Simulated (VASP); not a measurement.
# ClO (Pm-3m) in VASP: further runs

ClO is run at these levels: r2SCAN; tasks: single point, relaxation of volume and atoms at fixed shape.

Program: VASP 6.6.1. These are calculated values, not measurements. Logs are shortened: lines on timing, memory, paths and dates and some standing lists are left out, and cuts for length are marked.

**1. The cell of the first run**

Symmetry: Pm-3m, No. 221, cubic system. Conventional cell: a = 2.926 Å, b = 2.926 Å, c = 2.926 Å, α = 90.00°, β = 90.00°, γ = 90.00°. Within 3.3 Å of Cl (site symmetry m-3m) lie 8 O at 2.53 Å and 6 Cl at 2.93 Å. Within 3.3 Å of O (site symmetry m-3m) lie 8 Cl at 2.53 Å and 6 O at 2.93 Å.

**2. Single point, r2SCAN**

POSCAR reads:

```
ClO
1.0
    2.9255936958      0.0000000000      0.0000000000
    0.0000000000      2.9255936958      0.0000000000
    0.0000000000      0.0000000000      2.9255936958
Cl O
1 1
Direct
    0.0000000000      0.0000000000      0.0000000000
    0.5000000000      0.5000000000      0.5000000000
```

INCAR.step1 reads:

```
PREC = Accurate ; ENCUT = 520
ISMEAR = -1 ; SIGMA = 0.02
LREAL = False ; LASPH = True
NELM = 100 ; NBANDS = 14
GGA = PE ; ALGO = Normal
EDIFF = 1E-4 ; LWAVE = True
LCHARG = False
```

INCAR.step2 reads:

```
PREC = Accurate ; ENCUT = 520
EDIFF = 1E-6 ; ISMEAR = -1
SIGMA = 0.02 ; LREAL = False
LASPH = True ; NELM = 100
ALGO = Normal ; ISIF = 2
LWAVE = False ; LCHARG = True
METAGGA = R2SCAN ; LMIXTAU = True
LELF = True ; LVHAR = True
NBANDS = 14 ; ISTART = 1
```

KPOINTS reads:

```
regular mesh
0
Gamma
  15 15 15
```

Potentials or basis: VASP PAW PBE potentials, release 64 (Cl, O).

The run is started by

```bash
$ cat potpaw_PBE.64/Cl/POTCAR potpaw_PBE.64/O/POTCAR > POTCAR
$ cp INCAR.step1 INCAR
$ mpirun -np 1 vasp_std > vasp.out
$ cp INCAR.step2 INCAR
$ mpirun -np 1 vasp_std > vasp.out
```

OUTCAR:

```text
PREC = Accurate
   ENCUT = 520
   EDIFF = 1E-6
   ISMEAR = -1
   LREAL = False
   LASPH = True
   NELM = 100
   ISIF = 2
   METAGGA = R2SCAN
   ISTART = 1

 ion  position               nearest neighbor table
   1  0.000  0.000  0.000-
   2  0.500  0.500  0.500-

  LATTYP: Found a simple cubic cell.
 ALAT       =     2.9255936958

  Lattice vectors:

 A1 = (   2.9255936958,   0.0000000000,   0.0000000000)
 A2 = (   0.0000000000,   2.9255936958,   0.0000000000)
 A3 = (   0.0000000000,   0.0000000000,   2.9255936958)

Analysis of symmetry for initial positions (statically):
=====================================================================
 Subroutine PRICEL returns:
 Original cell was already a primitive cell.

 Routine SETGRP: Setting up the symmetry group for a
 simple cubic supercell.

 Subroutine GETGRP returns: Found 48 space group operations
 (whereof 48 operations were pure point group operations)
 out of a pool of 48 trial point group operations.

The static configuration has the point symmetry O_h .

Analysis of symmetry for dynamics (positions and initial velocities):
=====================================================================
 Subroutine PRICEL returns:
 Original cell was already a primitive cell.

 Routine SETGRP: Setting up the symmetry group for a
 simple cubic supercell.

 Subroutine GETGRP returns: Found 48 space group operations
 (whereof 48 operations were pure point group operations)
 out of a pool of 48 trial point group operations.

The dynamic configuration has the point symmetry O_h .

 Subroutine INISYM returns: Found 48 space group operations
 (whereof 48 operations are pure point group operations),
 and found     1 'primitive' translations

----------------------------------------------------------------------------------------

                                     Primitive cell

  volume of cell :      25.0404

  direct lattice vectors                    reciprocal lattice vectors
     2.925593696  0.000000000  0.000000000     0.341810964  0.000000000  0.000000000
     0.000000000  2.925593696  0.000000000     0.000000000  0.341810964  0.000000000
     0.000000000  0.000000000  2.925593696     0.000000000  0.000000000  0.341810964

  length of vectors
     2.925593696  2.925593696  2.925593696     0.341810964  0.341810964  0.341810964

  position of ions in fractional coordinates (direct lattice)
     0.000000000  0.000000000  0.000000000
     0.500000000  0.500000000  0.500000000

  ion indices of the primitive-cell ions
   primitive index   ion index
                 1           1
                 2           2

----------------------------------------------------------------------------------------

 KPOINTS: regular mesh

Automatic generation of k-mesh.
 Grid dimensions read from file:
 generate k-points for:   15   15   15

 Generating k-lattice:

  Cartesian coordinates                     Fractional coordinates (reciprocal lattice)
     0.022787398  0.000000000  0.000000000     0.066666667  0.000000000  0.000000000
     0.000000000  0.022787398  0.000000000     0.000000000  0.066666667  0.000000000
     0.000000000  0.000000000  0.022787398     0.000000000  0.000000000  0.066666667

  Length of vectors
     0.022787398  0.022787398  0.022787398

  Shift w.r.t. Gamma in fractional coordinates (k-lattice)
     0.000000000  0.000000000  0.000000000

 Subroutine IBZKPT returns following result:
 ===========================================

 Found    120 irreducible k-points:

 Following reciprocal coordinates:
            Coordinates               Weight
  0.000000  0.000000  0.000000      1.000000
  0.066667  0.000000  0.000000      6.000000
  0.133333  0.000000  0.000000      6.000000
  0.200000  0.000000  0.000000      6.000000
  0.266667  0.000000  0.000000      6.000000
  0.333333  0.000000  0.000000      6.000000
[... 16 lines left out ...]
  0.266667  0.200000  0.000000     24.000000
  0.333333  0.200000  0.000000     24.000000
 [... further k-points ...]
   k-points           NKPTS =    120   k-points in BZ     NKDIM =    120   number of bands    NBANDS=     14
   number of dos      NEDOS =    301   number of ions     NIONS =      2
   total plane-waves  NPLWV =  13824
   dimension x,y,z NGX =    24 NGY =   24 NGZ =   24
   dimension x,y,z NGXF=    48 NGYF=   48 NGZF=   48
   ions per type =               1   1
   NGX,Y,Z   is equivalent  to a cutoff of  13.64, 13.64, 13.64 a.u.
   NGXF,Y,Z  is equivalent  to a cutoff of  27.28, 27.28, 27.28 a.u.
 SYSTEM =  unknown system
   PREC   = accura    normal or accurate (medium, high low for compatibility)
   ISTART =      1    job   : 0-new  1-cont  2-samecut
   ICHARG =      0    charge: 1-file 2-atom 10-const
   ISPIN  =      1    spin polarized calculation?
   LNONCOLLINEAR =      F non collinear calculations
   LSORBIT =      F    spin-orbit coupling
   LASPH  =      T    aspherical Exc in radial PAW
   ENCUT  =  520.0 eV  38.22 Ry    6.18 a.u.   5.44  5.44  5.44*2*pi/ulx,y,z
   NELM   =    100;   NELMIN=  2; NELMDL=  0     # of ELM steps
   EDIFF  = 0.1E-05   stopping-criterion for ELM
   LREAL  =      F    real-space projection
[... 7 lines left out ...]
   TEBEG  =    0.0;   TEEND  =   0.0 temperature during run
   PSTRESS=    0.0 pullay stress
   NELECT =      13.0000    total number of electrons
   NUPDOWN=      -1.0000    fix difference up-down
   EMIN   =  10.00;   EMAX   =-10.00  energy-range for DOS
   EFERMI =   0.00;   METHOD = LEGACY
   ISMEAR =    -1;   SIGMA  =   0.02  broadening in eV -4-tet -1-fermi 0-gaus
   EFERMI_NEDOS =   21; number of points for ismear=-14 and -15
   IALGO  =     38    algorithm
   IMIX   =      4    mixing-type and parameters
     AMIX     =   0.40;   BMIX     =  1.00
     AMIX_MAG =   1.60;   BMIX_MAG =  1.00
  volume/ion in A,a.u.               =      12.52        84.49
  Fermi-wavevector in a.u.,A,eV,Ry     =   1.315756  2.486418 23.554585  1.731213
  Thomas-Fermi vector in A             =   2.445916
   LORBIT       =      0    0 simple, 1 ext, 2 COOP (PROOUT), +10 PAW based schemes
   METAGGA = R2SCAN    functional components
   LHFCALC =     F    Hartree Fock is set to
   AEXX    =    0.0000 exact exchange contribution
   IVDW    =     0    specifies the selected vdW correction
   LEPSILON=     F    determine dielectric tensor
   LRPA    =     F    only Hartree local field effects (RPA)
 non-spin polarized calculation
  energy-cutoff  :      520.00
  volume of cell :       25.04
 maximum number of plane-waves:       695
 NGX is ok and might be reduce to    24
   NGX = 11   NGY = 11   NGZ = 11

 number of electron      12.9999994 magnetization

 Free energy of the ion-electron system (eV)
  ---------------------------------------------------
  ext. energy  EPLUGINS =         0.00000000
  ---------------------------------------------------
  free energy    TOTEN  =        -8.20447917 eV

  energy without entropy =       -8.20008300  energy(sigma->0) =       -8.20228108

 E-fermi :   3.4962     XC(G=0): -11.7383

 val. band max:        3.4891977724   @ k =   0.4667   0.1333   0.0000
 cond. band min:       3.4993829747   @ k =   0.4667   0.4000   0.2000
 fundamental gap:      0.0101852023
 Fermi energy:         3.4962026453

 k-point     1 :       0.0000    0.0000    0.0000
  band No.  band energies     occupation
      1     -16.3249      2.00000
      2     -11.0212      2.00000
      3       0.3379      2.00000
      4       0.3379      2.00000
      5       0.3379      2.00000
      6       4.8760      0.00000
      7       4.8760      0.00000
      8       4.8760      0.00000
      9      13.1581      0.00000
     10      13.1581      0.00000
     11      18.4609      0.00000
     12      23.1828      0.00000
     13      23.1828      0.00000
     14      23.1828      0.00000

 k-point     2 :       0.0667    0.0000    0.0000
  band No.  band energies     occupation
      1     -16.2783      2.00000
      2     -11.0645      2.00000
      3       0.2648      2.00000
      4       0.3824      2.00000
      5       0.3824      2.00000
      6       4.7151      0.00000
      7       4.8262      0.00000
      8       4.8262      0.00000
      9      13.2189      0.00000
     10      13.4462      0.00000
     11      18.6262      0.00000
     12      23.0190      0.00000
     13      23.0190      0.00000
     14      23.2231      0.00000

 k-point     3 :       0.1333    0.0000    0.0000
  band No.  band energies     occupation
      1     -16.1402      2.00000
      2     -11.1952      2.00000
      3       0.0771      2.00000
      4       0.5143      2.00000
      5       0.5143      2.00000
      6       4.2873      0.00000
      7       4.6785      0.00000
      8       4.6785      0.00000
      9      13.3982      0.00000
     10      14.2266      0.00000
     11      19.1106      0.00000
     12      22.6040      0.00000
     13      22.6040      0.00000
     14      23.3399      0.00000
[... 324 lines left out ...]
 k-point    23 :       0.2667    0.2000    0.0000
  band No.  band energies     occupation
      1     -15.2859      2.00000
      2     -11.7755      2.00000
      3      -1.3588      2.00000
      4       1.1797      2.00000
      5       1.3439      2.00000
      6       2.0701      2.00000
      7       3.9292      0.00000
      8       4.5250      0.00000
      9      15.3314      0.00000
     10      17.8481      0.00000
     11      18.6230      0.00000
     12      20.7916      0.00000
     13      22.4351      0.00000
     14      22.6269      0.00000

 k-point    24 :       0.3333    0.2000    0.0000
  band No.  band energies     occupation
      1     -14.9919      2.00000
      2     -11.9889      2.00000
      3      -1.5325      2.00000
      4       0.5701      2.00000
      5       1.6544      2.00000
      6       2.3663      2.00000
      7       3.6511      0.00087
      8       4.3262      0.00000
      9      15.7087      0.00000
     10      18.0381      0.00000
     11      18.9493      0.00000
     12      20.4374      0.00000
     13      22.1006      0.00000
     14      23.4808      0.00000

 [... further k-points ...]
[... 5 lines left out ...]
  --------------------------------------------------------------------------------------
  -------------------------------------------------------------------------------------
  Total       -0.0398221     -0.0398221     -0.0398221     -0.0000000      0.0000000     -0.0000000
  in kB       -2.5479628     -2.5479628     -2.5479628     -0.0000000      0.0000000     -0.0000000
  external PRESSURE =      -2.5479628 kB  Pullay stress =       0.0000000 kB

 VOLUME and BASIS-vectors are now :
 -----------------------------------------------------------------------------
  energy-cutoff  :      520.00
  volume of cell :       25.04
      direct lattice vectors                 reciprocal lattice vectors
     2.925593696  0.000000000  0.000000000     0.341810964  0.000000000  0.000000000
     0.000000000  2.925593696  0.000000000     0.000000000  0.341810964  0.000000000
     0.000000000  0.000000000  2.925593696     0.000000000  0.000000000  0.341810964

 POSITION                                       TOTAL-FORCE (eV/Angst)
 -----------------------------------------------------------------------------------
      0.00000      0.00000      0.00000         0.000000      0.000000      0.000000
      1.46280      1.46280      1.46280         0.000000      0.000000      0.000000
 -----------------------------------------------------------------------------------
    total drift:                                0.000000      0.000000     -0.000000

  FREE ENERGIE OF THE ION-ELECTRON SYSTEM (eV)
  ---------------------------------------------------
  free  energy   TOTEN  =        -8.2044791688 eV

  energy  without entropy=       -8.2000829952  energy(sigma->0) =       -8.20228108
```

Wall time 3.8 min (1 thread of Oxide Virtual Turin-like, shared host); peak memory 0.13 GiB.

Results:

| Item | Value |
| --- | --- |
| Free energy | -8.2045 eV |
| Pressure | -0.3 GPa |

Levels at points of the mesh, in eV from the Fermi level:
| k point | band 3 | band 4 | band 5 | band 6 | band 7 | band 8 | band 9 | band 10 |
| --- | --- | --- | --- | --- | --- | --- | --- | --- |
| (0.00, 0.00, 0.00) | -3.16 | -3.16 | -3.16 | 1.38 | 1.38 | 1.38 | 9.66 | 9.66 |

Caveat: the PAW data sets were made with another functional, which shifts forces and pressure a little; an odd number of electrons without spin polarisation forces a metal; a magnetic or distorted state may lie lower.

**3. Relaxation of volume and atoms at fixed shape, r2SCAN**

This run uses another cell than the first one, of 16.16 Å³/atom, 1.291 times its volume.

POSCAR reads:

```
ClO
1.0
    3.1852170000      0.0000000000      0.0000000000
    0.0000000000      3.1852170000      0.0000000000
    0.0000000000      0.0000000000      3.1852170000
Cl O
1 1
Direct
    0.0000000000      0.0000000000      0.0000000000
    0.5000000000      0.5000000000      0.5000000000
```

INCAR.step1 reads:

```
ALGO = Normal ; EDIFF = 1E-4
ENCUT = 600 ; GGA = PE
ISMEAR = -1 ; LASPH = True
LCHARG = False ; LREAL = False
LWAVE = True ; NELM = 80
PREC = Accurate ; SIGMA = 0.02
```

INCAR.step2 reads:

```
ALGO = Normal ; EDIFF = 1E-7
EDIFFG = -0.01 ; ENCUT = 600
IBRION = 2 ; ISIF = 8
ISMEAR = -1 ; ISTART = 1
LASPH = True ; LCHARG = False
LMIXTAU = True ; LREAL = False
LWAVE = False ; METAGGA = R2SCAN
NELM = 80 ; NSW = 80
PREC = Accurate ; SIGMA = 0.02
```

KPOINTS reads:

```
k-points
0
Gamma
  15 15 15
```

Potentials or basis: VASP PAW PBE potentials, release 64 (Cl, O).

The run is started by

```bash
$ cat potpaw_PBE.64/Cl/POTCAR potpaw_PBE.64/O/POTCAR > POTCAR
$ cp INCAR.step1 INCAR
$ mpirun -np 1 vasp_std > vasp.out
$ cp INCAR.step2 INCAR
$ mpirun -np 1 vasp_std > vasp.out
```

Wall time 22 min (1 thread of Oxide Virtual Turin-like, shared host); peak memory 0.16 GiB.

The run converged. Its results:

```
Free energy                            : -8.2151 eV
Relaxed volume                         : 12.48 Å³/atom
Relaxed cell                           : a = 2.923 Å, b = 2.923 Å, c = 2.923 Å, α = 90.00°, β = 90.00°, γ = 90.00°
Space group after relaxing (to 0.05 Å) : Pm-3m (No. 221)
Energy gained by relaxing              : 176.9 meV/atom
Ionic steps                            : 5
Pressure after relaxing                : 0.0 GPa
```

The path:
| step | energy change (eV) | largest force (eV/Å) | pressure (GPa) | volume (Å³) |
| --- | --- | --- | --- | --- |
| 1 | 0.0000 | 0.0000 | -11.85 | 32.32 |
| 2 | -0.3133 | 0.0000 | -5.75 | 27.04 |
| 3 | -0.3532 | 0.0000 | -0.76 | 25.17 |
| 4 | -0.3537 | 0.0000 | 0.16 | 24.91 |
| 5 | -0.3537 | 0.0000 | -0.03 | 24.96 |

Final structure:
```
Cl O
1.0
     2.92253    0.00000    0.00000
     0.00000    2.92253    0.00000
     0.00000    0.00000    2.92253
Cl O
1 1
Direct
  0.00000 0.00000 0.00000
  0.50000 0.50000 0.50000
```

Levels at points of the mesh, in eV from the Fermi level:
```
           k point  band 2  band 3  band 4  band 5  band 6  band 7  band 8  band 9  band 10
(0.00, 0.00, 0.00)  -14.52   -3.17   -3.17   -3.17    1.39    1.39    1.39    9.65     9.65
```

Caveat: the volume moved by over 15 % at a fixed basis, so the end points are rough; the PAW data sets were made with another functional, which shifts forces and pressure a little; an odd number of electrons without spin polarisation forces a metal; a magnetic or distorted state may lie lower.
